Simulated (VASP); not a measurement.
# NaCl in VASP: notebook, part 2 of 3

VASP 6.6.1.

## (4) Single point, revPBE+D4

This run uses another cell than the first one, of 21.63 Å³/atom, 0.968 times its volume.

Input file INCAR:

```
SYSTEM = NaCl
  ALGO = Normal
  EDIFF = 1E-6
  ENCUT = 520
  GGA = RE
  ISIF = 2
  ISMEAR = -1
  IVDW = 13
  LASPH = .True.
  LCHARG = .True.
  LELF = .True.
  LREAL = .False.
  LVHAR = .True.
  LWAVE = .False.
  NBANDS = 14
  NELM = 100
  PREC = Accurate
  SIGMA = 0.05
```

Input file KPOINTS:

```
k-points
0
Gamma
  8 8 8
  0 0 0
```

Input file POSCAR:

```
NaCl
1.0
    3.5102457573      0.0000000000      0.0000000000
    0.0000000000      3.5102457573      0.0000000000
    0.0000000000      0.0000000000      3.5102457573
Cl Na
1 1
Direct
    0.5000000000      0.5000000000      0.5000000000
    0.0000000000      0.0000000000      0.0000000000
```

Potentials or basis: VASP PAW PBE potentials, release 64 (Cl, Na_pv).

Run with:

```bash
$ cat potpaw_PBE.64/Cl/POTCAR potpaw_PBE.64/Na_pv/POTCAR > POTCAR
$ mpirun -np 1 vasp_std > vasp.out
```

OUTCAR:

```text
SYSTEM = NaCl
   EDIFF = 1E-6
   ENCUT = 520
   GGA = RE
   ISIF = 2
   ISMEAR = -1
   IVDW = 13
   LASPH = .True.
   LREAL = .False.
   NELM = 100
   PREC = Accurate

 ion  position               nearest neighbor table
   1  0.500  0.500  0.500-
   2  0.000  0.000  0.000-

  LATTYP: Found a simple cubic cell.
 ALAT       =     3.5102457573

  Lattice vectors:

 A1 = (   3.5102457573,   0.0000000000,   0.0000000000)
 A2 = (   0.0000000000,   3.5102457573,   0.0000000000)
 A3 = (   0.0000000000,   0.0000000000,   3.5102457573)

Analysis of symmetry for initial positions (statically):
=====================================================================
 Subroutine PRICEL returns:
 Original cell was already a primitive cell.

 Routine SETGRP: Setting up the symmetry group for a
 simple cubic supercell.

 Subroutine GETGRP returns: Found 48 space group operations
 (whereof 48 operations were pure point group operations)
 out of a pool of 48 trial point group operations.

The static configuration has the point symmetry O_h .

Analysis of symmetry for dynamics (positions and initial velocities):
=====================================================================
 Subroutine PRICEL returns:
 Original cell was already a primitive cell.

 Routine SETGRP: Setting up the symmetry group for a
 simple cubic supercell.

 Subroutine GETGRP returns: Found 48 space group operations
 (whereof 48 operations were pure point group operations)
 out of a pool of 48 trial point group operations.

The dynamic configuration has the point symmetry O_h .

 Subroutine INISYM returns: Found 48 space group operations
 (whereof 48 operations are pure point group operations),
 and found     1 'primitive' translations

----------------------------------------------------------------------------------------

                                     Primitive cell

  volume of cell :      43.2526

  direct lattice vectors                    reciprocal lattice vectors
     3.510245757  0.000000000  0.000000000     0.284880339  0.000000000  0.000000000
     0.000000000  3.510245757  0.000000000     0.000000000  0.284880339  0.000000000
     0.000000000  0.000000000  3.510245757     0.000000000  0.000000000  0.284880339

  length of vectors
     3.510245757  3.510245757  3.510245757     0.284880339  0.284880339  0.284880339

  position of ions in fractional coordinates (direct lattice)
     0.500000000  0.500000000  0.500000000
     0.000000000  0.000000000  0.000000000

  ion indices of the primitive-cell ions
   primitive index   ion index
                 1           1
                 2           2

----------------------------------------------------------------------------------------

 KPOINTS: k-points

Automatic generation of k-mesh.
 Grid dimensions read from file:
 generate k-points for:    8    8    8

 Generating k-lattice:

  Cartesian coordinates                     Fractional coordinates (reciprocal lattice)
     0.035610042  0.000000000  0.000000000     0.125000000  0.000000000  0.000000000
     0.000000000  0.035610042  0.000000000     0.000000000  0.125000000  0.000000000
     0.000000000  0.000000000  0.035610042     0.000000000  0.000000000  0.125000000

  Length of vectors
     0.035610042  0.035610042  0.035610042

  Shift w.r.t. Gamma in fractional coordinates (k-lattice)
     0.000000000  0.000000000  0.000000000

 Subroutine IBZKPT returns following result:
 ===========================================

 Found     35 irreducible k-points:

 Following reciprocal coordinates:
            Coordinates               Weight
  0.000000  0.000000  0.000000      1.000000
  0.125000  0.000000  0.000000      6.000000
  0.250000  0.000000  0.000000      6.000000
  0.375000  0.000000  0.000000      6.000000
  0.500000  0.000000  0.000000      3.000000
  0.125000  0.125000  0.000000     12.000000
[... 16 lines left out ...]
  0.375000  0.375000  0.125000     24.000000
  0.500000  0.375000  0.125000     24.000000
 [... further k-points ...]
   k-points           NKPTS =     35   k-points in BZ     NKDIM =     35   number of bands    NBANDS=     14
   number of dos      NEDOS =    301   number of ions     NIONS =      2
   total plane-waves  NPLWV =  21952
   dimension x,y,z NGX =    28 NGY =   28 NGZ =   28
   dimension x,y,z NGXF=    56 NGYF=   56 NGZF=   56
   ions per type =               1   1
   NGX,Y,Z   is equivalent  to a cutoff of  13.26, 13.26, 13.26 a.u.
   NGXF,Y,Z  is equivalent  to a cutoff of  26.52, 26.52, 26.52 a.u.
 SYSTEM =  NaCl
   PREC   = accura    normal or accurate (medium, high low for compatibility)
   ISTART =      0    job   : 0-new  1-cont  2-samecut
   ICHARG =      2    charge: 1-file 2-atom 10-const
   ISPIN  =      1    spin polarized calculation?
   LNONCOLLINEAR =      F non collinear calculations
   LSORBIT =      F    spin-orbit coupling
   LASPH  =      T    aspherical Exc in radial PAW
   ENCUT  =  520.0 eV  38.22 Ry    6.18 a.u.   6.53  6.53  6.53*2*pi/ulx,y,z
   NELM   =    100;   NELMIN=  2; NELMDL= -5     # of ELM steps
   EDIFF  = 0.1E-05   stopping-criterion for ELM
   LREAL  =      F    real-space projection
   EDIFFG = 0.1E-04   stopping-criterion for IOM
   NSW    =      0    number of steps for IOM
   IBRION =     -1    ionic relax: 0-MD 1-quasi-New 2-CG
   NFREE  =      0    steps in history (QN), initial steepest desc. (CG)
   ISIF   =      2    stress and relaxation
   ISYM   =      2    0-nonsym 1-usesym 2-fastsym
   POTIM  = 0.5000    time-step for ionic-motion
   TEBEG  =    0.0;   TEEND  =   0.0 temperature during run
   PSTRESS=    0.0 pullay stress
   NELECT =      14.0000    total number of electrons
   NUPDOWN=      -1.0000    fix difference up-down
   EMIN   =  10.00;   EMAX   =-10.00  energy-range for DOS
   EFERMI =   0.00;   METHOD = LEGACY
   ISMEAR =    -1;   SIGMA  =   0.05  broadening in eV -4-tet -1-fermi 0-gaus
   EFERMI_NEDOS =   21; number of points for ismear=-14 and -15
   IALGO  =     38    algorithm
   IMIX   =      4    mixing-type and parameters
     AMIX     =   0.40;   BMIX     =  1.00
     AMIX_MAG =   1.60;   BMIX_MAG =  1.00
  volume/ion in A,a.u.               =      21.63       145.94
  Fermi-wavevector in a.u.,A,eV,Ry     =   1.124035  2.124119 17.190357  1.263456
  Thomas-Fermi vector in A             =   2.260705
   LORBIT       =      0    0 simple, 1 ext, 2 COOP (PROOUT), +10 PAW based schemes
   GGA     = RE    functional components
   LHFCALC =     F    Hartree Fock is set to
   AEXX    =    0.0000 exact exchange contribution
   IVDW    =    13    specifies the selected vdW correction
   LEPSILON=     F    determine dielectric tensor
   LRPA    =     F    only Hartree local field effects (RPA)
 non-spin polarized calculation
  energy-cutoff  :      520.00
  volume of cell :       43.25
 maximum number of plane-waves:      1189
 NGX is ok and might be reduce to    28
   NGX = 13   NGY = 13   NGZ = 13

 number of electron      13.9999980 magnetization

 Free energy of the ion-electron system (eV)
  ---------------------------------------------------
  ext. energy  EPLUGINS =         0.00000000
  ---------------------------------------------------
  free energy    TOTEN  =        -6.11881079 eV

  energy without entropy =       -6.11881079  energy(sigma->0) =       -6.11881079

 E-fermi :   1.5751     XC(G=0):  -8.1312

 val. band max:        0.4803177016   @ k =   0.5000   0.5000   0.0000
 cond. band min:       4.7027196204   @ k =   0.0000   0.0000   0.0000
 fundamental gap:      4.2224019189
 Fermi energy:         1.5750959176

 k-point     1 :       0.0000    0.0000    0.0000
  band No.  band energies     occupation
      1     -21.6340      2.00000
      2     -21.6340      2.00000
      3     -21.6340      2.00000
      4     -12.8596      2.00000
      5       0.0043      2.00000
      6       0.0043      2.00000
      7       0.0043      2.00000
      8       4.7027      0.00000
      9       9.2196      0.00000
     10       9.2196      0.00000
     11      16.3680      0.00000
     12      16.3693      0.00000
     13      16.3942      0.00000
     14      16.3979      0.00000
[... 377 lines left out ...]
      1     -21.6642      2.00000
      2     -21.6583      2.00000
      3     -21.6327      2.00000
      4     -12.2589      2.00000
      5      -1.7692      2.00000
      6      -1.4313      2.00000
      7       0.1207      2.00000
      8       6.7843      0.00000
      9      10.0704      0.00000
     10      10.4286      0.00000
     11      11.6986      0.00000
     12      14.1158      0.00000
     13      14.1610      0.00000
     14      17.0803      0.00000

 [... further k-points ...]

------------------------ aborting loop because EDIFF is reached ----------------------------------------

  DFT-D4 for vdW energy calculation

  Edisp (eV):   -0.36280

  FORCE on cell =-STRESS in cart. coord.  units (eV):
  Direction    XX          YY          ZZ          XY          YZ          ZX
  --------------------------------------------------------------------------------------
  -------------------------------------------------------------------------------------
  Total      -0.01450    -0.01450    -0.01450    -0.00000     0.00000     0.00000
  in kB      -0.53700    -0.53700    -0.53700    -0.00000     0.00000     0.00000
  external pressure =       -0.54 kB  Pullay stress =        0.00 kB

 VOLUME and BASIS-vectors are now :
 -----------------------------------------------------------------------------
  energy-cutoff  :      520.00
  volume of cell :       43.25
      direct lattice vectors                 reciprocal lattice vectors
     3.510245757  0.000000000  0.000000000     0.284880339  0.000000000  0.000000000
     0.000000000  3.510245757  0.000000000     0.000000000  0.284880339  0.000000000
     0.000000000  0.000000000  3.510245757     0.000000000  0.000000000  0.284880339

 POSITION                                       TOTAL-FORCE (eV/Angst)
 -----------------------------------------------------------------------------------
      1.75512      1.75512      1.75512         0.000000      0.000000      0.000000
      0.00000      0.00000      0.00000         0.000000      0.000000      0.000000
 -----------------------------------------------------------------------------------
    total drift:                               -0.000000      0.000000      0.000000

  FREE ENERGIE OF THE ION-ELECTRON SYSTEM (eV)
  ---------------------------------------------------
  free  energy   TOTEN  =        -6.4816145576 eV

  energy  without entropy=       -6.4816145576  energy(sigma->0) =       -6.48161456
```

OSZICAR:

```text
N       E                     dE             d eps       ncg     rms          rms(c)
DAV:   1     0.978426389755E+02    0.97843E+02   -0.72679E+03   992   0.103E+03
DAV:   2     0.116522693668E+01   -0.96677E+02   -0.89803E+02  1138   0.263E+02
DAV:   3    -0.625470580534E+01   -0.74199E+01   -0.73824E+01  1244   0.690E+01
DAV:   4    -0.637000785073E+01   -0.11530E+00   -0.11527E+00  1190   0.915E+00
DAV:   5    -0.637247835072E+01   -0.24705E-02   -0.24704E-02  1292   0.137E+00    0.248E+00
DAV:   6    -0.614034102367E+01    0.23214E+00   -0.32259E-01  1250   0.323E+00    0.186E+00
DAV:   7    -0.611404804492E+01    0.26293E-01   -0.10779E-01  1260   0.192E+00    0.125E+00
DAV:   8    -0.611874293801E+01   -0.46949E-02   -0.16204E-02  1022   0.112E+00    0.392E-01
DAV:   9    -0.611856800574E+01    0.17493E-03   -0.43216E-04  1256   0.160E-01    0.198E-01
DAV:  10    -0.611882654683E+01   -0.25854E-03   -0.63076E-04  1058   0.187E-01    0.864E-02
DAV:  11    -0.611881092234E+01    0.15624E-04   -0.25936E-05  1198   0.446E-02    0.256E-02
DAV:  12    -0.611881079463E+01    0.12771E-06   -0.64961E-06  1082   0.202E-02
   1 F= -.64816146E+01 E0= -.64816146E+01  d E =-.199440E-10
```

Run time: 16 s. Hardware: 1 thread of AMD EPYC 7R43 (Zen 3), shared host; peak memory 0.12 GiB.

Results:

```yaml
Free_energy: -6.4816 eV
Pressure: -0.1 GPa
Band_gap_on_the_k_mesh: 4.22 eV, indirect (least direct gap 4.70 eV)
Dispersion_energy_per_atom: -0.181 eV
```

Levels at points of the mesh, in eV from the valence-band top:
```csv
k point,band 5,band 6,band 7,band 8,band 9,band 10
"(0.00, 0.00, 0.00)",-0.48,-0.48,-0.48,4.22,8.74,8.74
"(0.50, 0.00, 0.00)",-2.85,-0.25,-0.25,7.13,8.76,10.59
"(0.50, 0.50, 0.00)",-2.20,-2.20,0.00,5.78,10.01,11.24
"(0.50, 0.50, 0.50)",-1.80,-1.80,-1.80,7.33,7.33,7.33
```

Caveat: the PAW data sets were made with another functional, which shifts forces and pressure a little. Expect the measured gap to be larger: semilocal functionals such as revPBE lack the derivative discontinuity.

(Part 2 of 3 ends here.)
